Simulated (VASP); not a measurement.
# Mg3Be (Pm-3m) in VASP: a series of runs

Mg3Be is run at these levels: PBE; tasks: single point, relaxation of cell and atoms.

Everything below comes from runs of VASP 6.6.1. Logs are shortened: lines on timing, memory, paths and dates and some standing lists are left out, and cuts for length are marked.

## Step 1: The cell of the first run

Symmetry: Pm-3m, No. 221, cubic system. Conventional cell: a = 4.221 Å, b = 4.221 Å, c = 4.221 Å, α = 90.00°, β = 90.00°, γ = 90.00°. Mg (site symmetry 4/mmm) has 8 Mg at 2.98 Å and 4 Be at 2.98 Å within 3.9 Å. Within 3.9 Å of Be (site symmetry m-3m) lie 12 Mg at 2.98 Å.

## Step 2: Single point, PBE

INCAR

```
ALGO     = Fast           # electronic algorithm
EDIFF    = 1E-7           # SCF threshold, eV
ENCUT    = 520            # plane-wave cutoff, eV
GGA      = PE             # functional
ISIF     = 2              # what is computed and relaxed
ISMEAR   = 0              # smearing method
LASPH    = T              # aspherical terms in the spheres
LCHARG   = F              # write CHGCAR
LREAL    = F              # projectors in reciprocal space
LWAVE    = F              # write WAVECAR
NBANDS   = 12             # bands
NELM     = 60             # most SCF steps
PREC     = Accurate       # precision mode
SIGMA    = 0.1            # smearing width, eV
```

KPOINTS

```
k-points
0
Gamma
  4 4 4
```

POSCAR

```
Mg3Be
1.0
    4.2213558280      0.0000000000      0.0000000000
    0.0000000000      4.2213558280      0.0000000000
    0.0000000000      0.0000000000      4.2213558280
Mg Be
3 1
Direct
    0.0000000000      0.5000000000      0.5000000000
    0.5000000000      0.0000000000      0.5000000000
    0.5000000000      0.5000000000      0.0000000000
    0.0000000000      0.0000000000      0.0000000000
```

Potentials or basis: VASP PAW PBE potentials, release 64 (Mg, Be).

Run with:

```bash
$ cat potpaw_PBE.64/Mg/POTCAR potpaw_PBE.64/Be/POTCAR > POTCAR
$ mpirun -np 1 vasp_std > vasp.out
```

OUTCAR:

```text
EDIFF = 1E-7
   ENCUT = 520
   GGA = PE
   ISIF = 2
   ISMEAR = 0
   LASPH = T
   LREAL = F
   NELM = 60
   PREC = Accurate

 ion  position               nearest neighbor table
   1  0.000  0.500  0.500-   2 2.98   3 2.98   4 2.98   3 2.98   4 2.98   2 2.98   4 2.98   4 2.98
                             2 2.98   3 2.98   3 2.98   2 2.98
   2  0.500  0.000  0.500-   1 2.98   3 2.98   4 2.98   3 2.98   4 2.98   1 2.98   3 2.98   3 2.98
                             1 2.98   4 2.98   4 2.98   1 2.98
   3  0.500  0.500  0.000-   1 2.98   2 2.98   4 2.98   1 2.98   2 2.98   2 2.98   4 2.98   2 2.98
                             1 2.98   4 2.98   1 2.98   4 2.98
   4  0.000  0.000  0.000-   1 2.98   2 2.98   3 2.98   1 2.98   2 2.98   1 2.98   3 2.98   1 2.98
                             2 2.98   3 2.98   2 2.98   3 2.98

  LATTYP: Found a simple cubic cell.
 ALAT       =     4.2213558280

  Lattice vectors:

 A1 = (   4.2213558280,   0.0000000000,   0.0000000000)
 A2 = (   0.0000000000,   4.2213558280,   0.0000000000)
 A3 = (   0.0000000000,   0.0000000000,   4.2213558280)

Analysis of symmetry for initial positions (statically):
=====================================================================
 Subroutine PRICEL returns:
 Original cell was already a primitive cell.

 Routine SETGRP: Setting up the symmetry group for a
 simple cubic supercell.

 Subroutine GETGRP returns: Found 48 space group operations
 (whereof 48 operations were pure point group operations)
 out of a pool of 48 trial point group operations.

The static configuration has the point symmetry O_h .

Analysis of symmetry for dynamics (positions and initial velocities):
=====================================================================
 Subroutine PRICEL returns:
 Original cell was already a primitive cell.

 Routine SETGRP: Setting up the symmetry group for a
 simple cubic supercell.

 Subroutine GETGRP returns: Found 48 space group operations
 (whereof 48 operations were pure point group operations)
 out of a pool of 48 trial point group operations.

The dynamic configuration has the point symmetry O_h .

 Subroutine INISYM returns: Found 48 space group operations
 (whereof 48 operations are pure point group operations),
 and found     1 'primitive' translations

----------------------------------------------------------------------------------------

                                     Primitive cell

  volume of cell :      75.2239

  direct lattice vectors                    reciprocal lattice vectors
     4.221355828  0.000000000  0.000000000     0.236890715  0.000000000  0.000000000
     0.000000000  4.221355828  0.000000000     0.000000000  0.236890715  0.000000000
     0.000000000  0.000000000  4.221355828     0.000000000  0.000000000  0.236890715

  length of vectors
     4.221355828  4.221355828  4.221355828     0.236890715  0.236890715  0.236890715

  position of ions in fractional coordinates (direct lattice)
     0.000000000  0.500000000  0.500000000
     0.500000000  0.000000000  0.500000000
     0.500000000  0.500000000  0.000000000
     0.000000000  0.000000000  0.000000000

  ion indices of the primitive-cell ions
   primitive index   ion index
                 1           1
                 2           2
                 3           3
                 4           4

----------------------------------------------------------------------------------------

 KPOINTS: k-points

Automatic generation of k-mesh.
 Grid dimensions read from file:
 generate k-points for:    4    4    4

 Generating k-lattice:

  Cartesian coordinates                     Fractional coordinates (reciprocal lattice)
     0.059222679  0.000000000  0.000000000     0.250000000  0.000000000  0.000000000
     0.000000000  0.059222679  0.000000000     0.000000000  0.250000000  0.000000000
     0.000000000  0.000000000  0.059222679     0.000000000  0.000000000  0.250000000

  Length of vectors
     0.059222679  0.059222679  0.059222679

  Shift w.r.t. Gamma in fractional coordinates (k-lattice)
     0.000000000  0.000000000  0.000000000

 Subroutine IBZKPT returns following result:
 ===========================================

 Found     10 irreducible k-points:

 Following reciprocal coordinates:
            Coordinates               Weight
  0.000000  0.000000  0.000000      1.000000
  0.250000  0.000000  0.000000      6.000000
  0.500000  0.000000  0.000000      3.000000
  0.250000  0.250000  0.000000     12.000000
  0.500000  0.250000  0.000000     12.000000
  0.500000  0.500000  0.000000      3.000000
  0.250000  0.250000  0.250000      8.000000
  0.500000  0.250000  0.250000     12.000000
  0.500000  0.500000  0.250000      6.000000
  0.500000  0.500000  0.500000      1.000000
   k-points           NKPTS =     10   k-points in BZ     NKDIM =     10   number of bands    NBANDS=     12
   number of dos      NEDOS =    301   number of ions     NIONS =      4
   total plane-waves  NPLWV =  32768
   dimension x,y,z NGX =    32 NGY =   32 NGZ =   32
   dimension x,y,z NGXF=    64 NGYF=   64 NGZF=   64
   ions per type =               3   1
   NGX,Y,Z   is equivalent  to a cutoff of  12.60, 12.60, 12.60 a.u.
   NGXF,Y,Z  is equivalent  to a cutoff of  25.20, 25.20, 25.20 a.u.
 SYSTEM =  unknown system
   PREC   = accura    normal or accurate (medium, high low for compatibility)
   ISTART =      0    job   : 0-new  1-cont  2-samecut
   ICHARG =      2    charge: 1-file 2-atom 10-const
   ISPIN  =      1    spin polarized calculation?
   LNONCOLLINEAR =      F non collinear calculations
   LSORBIT =      F    spin-orbit coupling
   LASPH  =      T    aspherical Exc in radial PAW
   ENCUT  =  520.0 eV  38.22 Ry    6.18 a.u.   7.85  7.85  7.85*2*pi/ulx,y,z
   NELM   =     60;   NELMIN=  2; NELMDL= -5     # of ELM steps
   EDIFF  = 0.1E-06   stopping-criterion for ELM
   LREAL  =      F    real-space projection
   EDIFFG = 0.1E-05   stopping-criterion for IOM
   NSW    =      0    number of steps for IOM
   IBRION =     -1    ionic relax: 0-MD 1-quasi-New 2-CG
   NFREE  =      0    steps in history (QN), initial steepest desc. (CG)
   ISIF   =      2    stress and relaxation
   ISYM   =      2    0-nonsym 1-usesym 2-fastsym
   POTIM  = 0.5000    time-step for ionic-motion
   TEBEG  =    0.0;   TEEND  =   0.0 temperature during run
   PSTRESS=    0.0 pullay stress
   NELECT =       8.0000    total number of electrons
   NUPDOWN=      -1.0000    fix difference up-down
   EMIN   =  10.00;   EMAX   =-10.00  energy-range for DOS
   EFERMI =   0.00;   METHOD = LEGACY
   ISMEAR =     0;   SIGMA  =   0.10  broadening in eV -4-tet -1-fermi 0-gaus
   EFERMI_NEDOS =   21; number of points for ismear=-14 and -15
   IALGO  =     68    algorithm
   IMIX   =      4    mixing-type and parameters
     AMIX     =   0.40;   BMIX     =  1.00
     AMIX_MAG =   1.60;   BMIX_MAG =  1.00
  volume/ion in A,a.u.               =      18.81       126.91
  Fermi-wavevector in a.u.,A,eV,Ry     =   0.775627  1.465722  8.185225  0.601597
  Thomas-Fermi vector in A             =   1.877934
   LORBIT       =      0    0 simple, 1 ext, 2 COOP (PROOUT), +10 PAW based schemes
   GGA     = PE    functional components
   LHFCALC =     F    Hartree Fock is set to
   AEXX    =    0.0000 exact exchange contribution
   IVDW    =     0    specifies the selected vdW correction
   LEPSILON=     F    determine dielectric tensor
   LRPA    =     F    only Hartree local field effects (RPA)
 non-spin polarized calculation
 RMM-DIIS sequential band-by-band and
 Gauss-broadening in eV      SIGMA  =   0.10
  energy-cutoff  :      520.00
  volume of cell :       75.22
 maximum number of plane-waves:      2048
 NGX is ok and might be reduce to    32
   NGX = 15   NGY = 15   NGZ = 15

 number of electron       8.0000000 magnetization

 Free energy of the ion-electron system (eV)
  ---------------------------------------------------
  ext. energy  EPLUGINS =         0.00000000
  ---------------------------------------------------
  free energy    TOTEN  =        -7.19368042 eV

  energy without entropy =       -7.17536128  energy(sigma->0) =       -7.18452085

 E-fermi :   3.2440     XC(G=0):  -8.8637

 val. band max:        3.1777847344   @ k =   0.2500   0.0000   0.0000
 cond. band min:       3.2698891798   @ k =   0.5000   0.5000   0.2500
 fundamental gap:      0.0921044453
 Fermi energy:         3.2439593344

 k-point     1 :       0.0000    0.0000    0.0000
  band No.  band energies     occupation
      1      -4.3965      2.00000
      2       2.7331      2.00000
      3       2.7331      2.00000
      4       2.7331      2.00000
      5       3.4288      0.00896
      6       4.8517      0.00000
      7       4.8517      0.00000
      8       9.3637      0.00000
      9       9.3637      0.00000
     10       9.3637      0.00000
     11      10.4394      0.00000
     12      10.4394      0.00000

 k-point     2 :       0.2500    0.0000    0.0000
  band No.  band energies     occupation
      1      -3.8886      2.00000
      2       0.0507      2.00000
      3       3.1778      1.65065
      4       3.1778      1.65065
      5       4.1527      0.00000
      6       5.3025      0.00000
      7       7.0326      0.00000
      8       7.0326      0.00000
      9       7.8196      0.00000
     10       8.1941      0.00000
     11       9.8718      0.00000
     12      10.9044      0.00000
[... 91 lines left out ...]
 k-point     9 :       0.5000    0.5000    0.2500
  band No.  band energies     occupation
      1      -0.1324      2.00000
      2       0.1060      2.00000
      3       0.1060      2.00000
      4       0.1384      2.00000
      5       3.2699      0.71384
      6       4.2669      0.00000
      7       4.3196      0.00000
      8       4.3196      0.00000
      9      10.6404      0.00000
     10      11.5717      0.00000
     11      11.5717      0.00000
     12      12.1571      0.00000

 k-point    10 :       0.5000    0.5000    0.5000
  band No.  band energies     occupation
      1       1.1331      2.00000
      2       1.1331      2.00000
      3       1.1331      2.00000
      4       1.1483      2.00000
      5       1.2016      2.00000
      6       2.3284      2.00000
      7       2.3284      2.00000
      8       2.3284      2.00000
      9      13.0582      0.00000
     10      13.0582      0.00000
     11      13.0582      0.00000
     12      16.0115      0.00000

------------------------ aborting loop because EDIFF is reached ----------------------------------------

  FORCE on cell =-STRESS in cart. coord.  units (eV):
  Direction    XX          YY          ZZ          XY          YZ          ZX
  --------------------------------------------------------------------------------------
  -------------------------------------------------------------------------------------
  Total       -0.0138366     -0.0138366     -0.0138366     -0.0000000      0.0000000     -0.0000000
  in kB       -0.2947028     -0.2947028     -0.2947028     -0.0000000      0.0000000     -0.0000000
  external PRESSURE =      -0.2947028 kB  Pullay stress =       0.0000000 kB

 VOLUME and BASIS-vectors are now :
 -----------------------------------------------------------------------------
  energy-cutoff  :      520.00
  volume of cell :       75.22
      direct lattice vectors                 reciprocal lattice vectors
     4.221355828  0.000000000  0.000000000     0.236890715  0.000000000  0.000000000
     0.000000000  4.221355828  0.000000000     0.000000000  0.236890715  0.000000000
     0.000000000  0.000000000  4.221355828     0.000000000  0.000000000  0.236890715

 POSITION                                       TOTAL-FORCE (eV/Angst)
 -----------------------------------------------------------------------------------
      0.00000      2.11068      2.11068         0.000000      0.000000      0.000000
      2.11068      0.00000      2.11068         0.000000      0.000000      0.000000
      2.11068      2.11068      0.00000         0.000000      0.000000      0.000000
      0.00000      0.00000      0.00000         0.000000      0.000000      0.000000
 -----------------------------------------------------------------------------------
    total drift:                               -0.000000      0.000000      0.000000

  FREE ENERGIE OF THE ION-ELECTRON SYSTEM (eV)
  ---------------------------------------------------
  free  energy   TOTEN  =        -7.1936804185 eV

  energy  without entropy=       -7.1753612780  energy(sigma->0) =       -7.18452085
```

It took 22 s on 1 thread of Intel Xeon 8259CL, shared host; peak memory 0.17 GiB.

What came out:

- Free energy: -7.1937 eV
- Pressure: 0.0 GPa
- Band gap on the k mesh: zero (bands 4 and 5 overlap by 2.93 eV)

Caveat: the k points lie up to 0.37 Å⁻¹ apart, too coarse for converged energies and pressures of a metal.

## Step 3: Relaxation of cell and atoms, PBE

This run uses another cell than the first one, of 15.53 Å³/atom.

INCAR

```
  PREC = Accurate
  ENCUT = 600
  EDIFF = 1E-6
  ISMEAR = 0
  SIGMA = 0.1
  LREAL = False
  LASPH = True
  NELM = 60
  ALGO = Fast
  ISIF = 3
  LWAVE = False
  LCHARG = False
  GGA = PE
  IBRION = 2
  NSW = 90
  EDIFFG = -0.04
```

KPOINTS

```
regular mesh
0
Gamma
  4 4 4
```

POSCAR

```
Mg3Be
1.0
    3.9600514883      0.0000000000      0.0000000000
    0.0000000000      3.9600514883      0.0000000000
    0.0000000000      0.0000000000      3.9600514883
Mg Be
3 1
Direct
    0.0000000000      0.5000000000      0.5000000000
    0.5000000000      0.0000000000      0.5000000000
    0.5000000000      0.5000000000      0.0000000000
    0.0000000000      0.0000000000      0.0000000000
```

Potentials or basis: VASP PAW PBE potentials, release 64 (Mg, Be).

Run with:

```bash
$ cat potpaw_PBE.64/Mg/POTCAR potpaw_PBE.64/Be/POTCAR > POTCAR
$ mpirun -np 1 vasp_std > vasp.out
```

Run time: 28 s. Hardware: 1 thread of Intel Xeon 8259CL, shared host; peak memory 0.18 GiB.

It converged, with:

* Free energy: -7.1936 eV
* Relaxed volume: 18.84 Å³/atom
* Relaxed cell: a = 4.224 Å, b = 4.224 Å, c = 4.224 Å, α = 90.00°, β = 90.00°, γ = 90.00°
* Space group after relaxing (to 0.1 Å): Pm-3m (No. 221)
* Energy gained by relaxing: 109.3 meV/atom
* Ionic steps: 3
* Pressure after relaxing: -0.1 GPa

Step by step:
| step | energy change (eV) | largest force (eV/Å) | pressure (GPa) | volume (Å³) |
| --- | --- | --- | --- | --- |
| 1 | 0.0000 | 0.0000 | 12.63 | 62.10 |
| 2 | -0.4334 | 0.0000 | 0.87 | 73.76 |
| 3 | -0.4371 | 0.0000 | -0.10 | 75.35 |

Final structure:
```
CELL_PARAMETERS angstrom
4.22372 0.00000 0.00000
0.00000 4.22372 0.00000
0.00000 0.00000 4.22372
ATOMIC_POSITIONS crystal
Mg 0.00000 0.50000 0.50000
Mg 0.50000 0.00000 0.50000
Mg 0.50000 0.50000 0.00000
Be 0.00000 0.00000 0.00000
```

Levels at points of the mesh, in eV from the Fermi level:
| k point | band 1 | band 2 | band 3 | band 4 | band 5 | band 6 | band 7 | band 8 |
| --- | --- | --- | --- | --- | --- | --- | --- | --- |
| (0.00, 0.00, 0.00) | -7.63 | -0.51 | -0.51 | -0.51 | 0.18 | 1.61 | 1.61 | 6.11 |
| (0.50, 0.00, 0.00) | -5.64 | -5.60 | 0.89 | 0.89 | 1.52 | 1.94 | 1.94 | 2.82 |
| (0.50, 0.50, 0.00) | -3.81 | -3.62 | -3.62 | -3.58 | 1.99 | 3.52 | 4.08 | 4.08 |
| (0.50, 0.50, 0.50) | -2.11 | -2.11 | -2.11 | -2.09 | -2.04 | -0.92 | -0.92 | -0.92 |

Caveat: the k points lie up to 0.37 Å⁻¹ apart in the final cell; the volume moved by over 15 % at a fixed basis, so the end points are rough; the highest band is partly filled, so the run has too few bands.
